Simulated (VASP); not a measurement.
# Si16Ge (a cell with a defect) in VASP: single point with PBE

Aim: the single point of Si16Ge (a cell with a defect) with PBE.

All numbers are computed with VASP 6.6.1; they aren't measurements. Logs are shortened: lines on timing, memory, paths and dates and some standing lists are left out, and cuts for length are marked.

### 1 The cell of the first run

The cell holds a defect, 17 atoms: a = 7.679 Å, b = 7.679 Å, c = 7.679 Å, α = 60.00°, β = 60.00°, γ = 60.00°.

### 2 Single point, PBE

File INCAR:

```
PREC     = Accurate       # precision mode
ENCUT    = 520            # plane-wave cutoff, eV
EDIFF    = 1E-7           # SCF threshold, eV
ISMEAR   = -1             # smearing method
SIGMA    = 0.02           # smearing width, eV
LREAL    = Auto         
LASPH    = T              # aspherical terms in the spheres
NELM     = 80             # most SCF steps
ALGO     = Normal         # electronic algorithm
ISIF     = 2              # what is computed and relaxed
LWAVE    = F              # write WAVECAR
LCHARG   = F              # write CHGCAR
GGA      = PE             # functional
NBANDS   = 53             # bands
```

File KPOINTS:

```
Automatic mesh
0
Gamma
  2 2 2
```

File POSCAR:

```
Si16Ge
1.0
    0.0000000000      5.4300000000      5.4300000000
    5.4300000000      0.0000000000      5.4300000000
    5.4300000000      5.4300000000      0.0000000000
Si Ge
16 1
Direct
   -0.0000227962      0.0001339363      0.0000679995
    0.1212435390      0.1212286452      0.1212350566
   -0.0043873142     -0.0044033520      0.5044074195
    0.1211550534      0.1211380232      0.6365363133
   -0.0043984440      0.5044182281     -0.0044078183
    0.1211309172      0.6366011470      0.1211208440
   -0.0044393121      0.5044341765      0.5044280554
    0.1266388486      0.6244617800      0.6244574021
    0.5043921832     -0.0043877636     -0.0043810812
    0.6364469149      0.1211716839      0.1211786892
    0.5044090908     -0.0044296193      0.5044177500
    0.6244714925      0.1265893631      0.6244776731
    0.5044135962      0.5044283252     -0.0044338450
    0.6244630503      0.6244735988      0.1266101119
    0.5000061229      0.4999638207      0.4999816083
    0.6244320128      0.6244418901      0.6244376429
    0.2499621445      0.2502197168      0.2501111785
```

Potentials or basis: VASP PAW PBE potentials, release 64 (Si, Ge_d).

Started as:

```bash
$ cat potpaw_PBE.64/Si/POTCAR potpaw_PBE.64/Ge_d/POTCAR > POTCAR
$ mpirun -np 1 vasp_std > vasp.out
```

OUTCAR:

```text
PREC = Accurate
   ENCUT = 520
   EDIFF = 1E-7
   ISMEAR = -1
   LREAL = Auto
   LASPH = T
   NELM = 80
   ISIF = 2
   GGA = PE

 ion  position               nearest neighbor table
   1  1.000  0.000  0.000-   2 2.28  10 2.28   4 2.28   6 2.28
   2  0.121  0.121  0.121-   1 2.28   9 2.40   3 2.40   5 2.40  17 2.42
   3  0.996  0.996  0.504-   8 2.33  12 2.33   2 2.40   4 2.40  17 2.76
   4  0.121  0.121  0.637-   1 2.28   3 2.40  11 2.40   7 2.40  17 2.42
   5  0.996  0.504  0.996-   8 2.33  14 2.33   2 2.40   6 2.40  17 2.76
   6  0.121  0.637  0.121-   1 2.28   5 2.40  13 2.40   7 2.40  17 2.42
   7  0.996  0.504  0.504-  16 2.33   8 2.33   4 2.40   6 2.40  17 2.76
   8  0.127  0.624  0.624-   3 2.33   5 2.33   7 2.33  15 2.34
   9  0.504  0.996  0.996-  14 2.33  12 2.33   2 2.40  10 2.40  17 2.76
  10  0.636  0.121  0.121-   1 2.28   9 2.40  11 2.40  13 2.40  17 2.42
  11  0.504  0.996  0.504-  16 2.33  12 2.33  10 2.40   4 2.40  17 2.76
  12  0.624  0.127  0.624-   9 2.33   3 2.33  11 2.33  15 2.34
  13  0.504  0.504  0.996-  16 2.33  14 2.33  10 2.40   6 2.40  17 2.76
  14  0.624  0.624  0.127-   9 2.33   5 2.33  13 2.33  15 2.34
  15  0.500  0.500  0.500-  16 2.34   8 2.34  14 2.34  12 2.34
  16  0.624  0.624  0.624-  11 2.33  13 2.33   7 2.33  15 2.34
  17  0.250  0.250  0.250-   6 2.42   4 2.42  10 2.42   2 2.42   7 2.76  13 2.76  11 2.76   5 2.76
                             3 2.76   9 2.76

  LATTYP: Found a face centered cubic cell.
 ALAT       =    10.8600000000

  Lattice vectors:

 A1 = (   0.0000000000,   5.4300000000,   5.4300000000)
 A2 = (   5.4300000000,   0.0000000000,   5.4300000000)
 A3 = (   5.4300000000,   5.4300000000,   0.0000000000)

Analysis of symmetry for initial positions (statically):
=====================================================================
 Subroutine PRICEL returns:
 Original cell was already a primitive cell.

 Routine SETGRP: Setting up the symmetry group for a
 face centered cubic supercell.

 Subroutine GETGRP returns: Found  1 space group operations
 (whereof  1 operations were pure point group operations)
 out of a pool of 48 trial point group operations.

The static configuration has the point symmetry C_1 .

Analysis of symmetry for dynamics (positions and initial velocities):
=====================================================================
 Subroutine PRICEL returns:
 Original cell was already a primitive cell.

 Routine SETGRP: Setting up the symmetry group for a
 face centered cubic supercell.

 Subroutine GETGRP returns: Found  1 space group operations
 (whereof  1 operations were pure point group operations)
[... 121 lines left out ...]
   ISIF   =      2    stress and relaxation
   ISYM   =      2    0-nonsym 1-usesym 2-fastsym
   POTIM  = 0.5000    time-step for ionic-motion
   TEBEG  =    0.0;   TEEND  =   0.0 temperature during run
   PSTRESS=    0.0 pullay stress
   NELECT =      78.0000    total number of electrons
   NUPDOWN=      -1.0000    fix difference up-down
   EMIN   =  10.00;   EMAX   =-10.00  energy-range for DOS
   EFERMI =   0.00;   METHOD = LEGACY
   ISMEAR =    -1;   SIGMA  =   0.02  broadening in eV -4-tet -1-fermi 0-gaus
   EFERMI_NEDOS =   21; number of points for ismear=-14 and -15
   IALGO  =     38    algorithm
   IMIX   =      4    mixing-type and parameters
     AMIX     =   0.40;   BMIX     =  1.00
     AMIX_MAG =   1.60;   BMIX_MAG =  1.00
  volume/ion in A,a.u.               =      18.84       127.11
  Fermi-wavevector in a.u.,A,eV,Ry     =   1.022421  1.932096 14.222785  1.045345
  Thomas-Fermi vector in A             =   2.156100
   LORBIT       =      0    0 simple, 1 ext, 2 COOP (PROOUT), +10 PAW based schemes
   GGA     = PE    functional components
   LHFCALC =     F    Hartree Fock is set to
   AEXX    =    0.0000 exact exchange contribution
   IVDW    =     0    specifies the selected vdW correction
   LEPSILON=     F    determine dielectric tensor
   LRPA    =     F    only Hartree local field effects (RPA)
 non-spin polarized calculation
  energy-cutoff  :      520.00
  volume of cell :      320.21
 maximum number of plane-waves:      8646
 NGX is ok and might be reduce to    60
   NGX = 29   NGY = 29   NGZ = 29

 number of electron      77.9999997 magnetization

 Free energy of the ion-electron system (eV)
  ---------------------------------------------------
  ext. energy  EPLUGINS =         0.00000000
  ---------------------------------------------------
  free energy    TOTEN  =       -86.69695567 eV

  energy without entropy =      -86.68585546  energy(sigma->0) =      -86.69140556

 E-fermi :   6.9431     XC(G=0):  -9.7491

 val. band max:        6.6813239348   @ k =   0.0000   0.0000   0.0000
 cond. band min:       6.9542007354   @ k =   0.0000   0.0000   0.0000
 fundamental gap:      0.2728768007
 Fermi energy:         6.9431360672

 k-point     1 :       0.0000    0.0000    0.0000
  band No.  band energies     occupation
      1     -18.2533      2.00000
      2     -18.2533      2.00000
      3     -18.2533      2.00000
      4     -18.2395      2.00000
      5     -18.2395      2.00000
      6      -6.5273      2.00000
[... 421 lines left out ...]
     50      10.3291      0.00000
     51      10.3293      0.00000
 [bands above 51 left out]

------------------------ aborting loop because EDIFF is reached ----------------------------------------

  FORCE on cell =-STRESS in cart. coord.  units (eV):
  Direction    XX          YY          ZZ          XY          YZ          ZX
  --------------------------------------------------------------------------------------
  -------------------------------------------------------------------------------------
  Total       13.4072366     13.4068569     13.4070545     -0.0035542     -0.0069350     -0.0013417
  in kB       67.0842195     67.0823198     67.0833085     -0.0177835     -0.0346998     -0.0067132
  external PRESSURE =      67.0832826 kB  Pullay stress =       0.0000000 kB

 VOLUME and BASIS-vectors are now :
 -----------------------------------------------------------------------------
  energy-cutoff  :      520.00
  volume of cell :      320.21
      direct lattice vectors                 reciprocal lattice vectors
     0.000000000  5.430000000  5.430000000    -0.092081031  0.092081031  0.092081031
     5.430000000  0.000000000  5.430000000     0.092081031 -0.092081031  0.092081031
     5.430000000  5.430000000  0.000000000     0.092081031  0.092081031 -0.092081031

 POSITION                                       TOTAL-FORCE (eV/Angst)
 -----------------------------------------------------------------------------------
      0.00110      5.43025      5.43060        -0.001164     -0.000237     -0.000582
      1.31658      1.31666      1.31662        -0.005951     -0.006812     -0.006406
      8.14502      8.14511     10.81227         0.000651      0.000512     -0.007851
      4.11417      4.11426      1.31565         0.008386      0.007525     -0.006558
      8.14506     10.81218      8.14511         0.000780     -0.007685      0.000741
      4.11443      1.31543      4.11449         0.007994     -0.007441      0.007975
[... 9 lines left out ...]
      6.78142      6.78136      6.78139        -0.023075     -0.022867     -0.022904
      2.71680      2.71540      2.71599        -0.004735     -0.000933     -0.002524
 -----------------------------------------------------------------------------------
    total drift:                               -0.000388     -0.000449     -0.001222

  FREE ENERGIE OF THE ION-ELECTRON SYSTEM (eV)
  ---------------------------------------------------
  free  energy   TOTEN  =       -86.6969556693 eV

  energy  without entropy=      -86.6858554591  energy(sigma->0) =      -86.69140556
```

OSZICAR:

```text
N       E                     dE             d eps       ncg     rms          rms(c)
DAV:   1     0.407978210661E+03    0.40798E+03   -0.30081E+04  1032   0.159E+03
DAV:   2    -0.217764747475E+02   -0.42975E+03   -0.39940E+03   941   0.389E+02
DAV:   3    -0.848350604852E+02   -0.63059E+02   -0.60107E+02  1056   0.104E+02
DAV:   4    -0.881567220581E+02   -0.33217E+01   -0.32879E+01  1048   0.271E+01
DAV:   5    -0.882734335556E+02   -0.11671E+00   -0.11647E+00  1080   0.504E+00    0.144E+01
DAV:   6    -0.871663512680E+02    0.11071E+01   -0.67326E-01  1024   0.281E+00    0.874E+00
DAV:   7    -0.866927646523E+02    0.47359E+00   -0.12009E+00   992   0.344E+00    0.607E-01
DAV:   8    -0.866955073088E+02   -0.27427E-02   -0.93279E-02  1011   0.141E+00    0.265E-01
DAV:   9    -0.866963152658E+02   -0.80796E-03   -0.39102E-03  1136   0.284E-01    0.195E-01
DAV:  10    -0.866968346298E+02   -0.51936E-03   -0.81410E-04   966   0.114E-01    0.613E-02
DAV:  11    -0.866969486309E+02   -0.11400E-03   -0.17648E-04   968   0.491E-02    0.230E-02
DAV:  12    -0.866969536797E+02   -0.50488E-05   -0.10824E-05  1160   0.142E-02    0.106E-02
DAV:  13    -0.866969555890E+02   -0.19093E-05   -0.42662E-06   968   0.859E-03    0.371E-03
DAV:  14    -0.866969556693E+02   -0.80282E-07   -0.11629E-07   760   0.186E-03
   1 F= -.86696956E+02 E0= -.86691406E+02  d E =-.111002E-01
```

Run time: 1.9 min. Hardware: 1 thread of Intel Xeon 6975P-C (Granite Rapids), shared host; peak memory 0.49 GiB.

What came out:

```
Free energy            : -86.6970 eV
Pressure               : 6.7 GPa
Largest force          : 0.041 eV/Å
Band gap on the k mesh : zero (band 39 reaches 6.99 eV, above the bottom of band 40 at 6.68 eV)
```

Forces in eV/Å, atoms in the order of the input:
```
Si  -0.001  0.000 -0.001
Si  -0.006 -0.007 -0.006
Si   0.001  0.001 -0.008
Si   0.008  0.008 -0.007
Si   0.001 -0.008  0.001
Si   0.008 -0.007  0.008
Si   0.007  0.000  0.000
Si  -0.023  0.023  0.023
Si  -0.008  0.000  0.000
Si  -0.005  0.007  0.007
Si   0.000  0.007  0.000
Si   0.023 -0.023  0.023
Si   0.001  0.000  0.007
Si   0.023  0.023 -0.024
Si   0.000  0.000  0.000
Si  -0.023 -0.023 -0.023
Ge  -0.005 -0.001 -0.003
```

Caveat: the k points lie up to 0.50 Å⁻¹ apart.
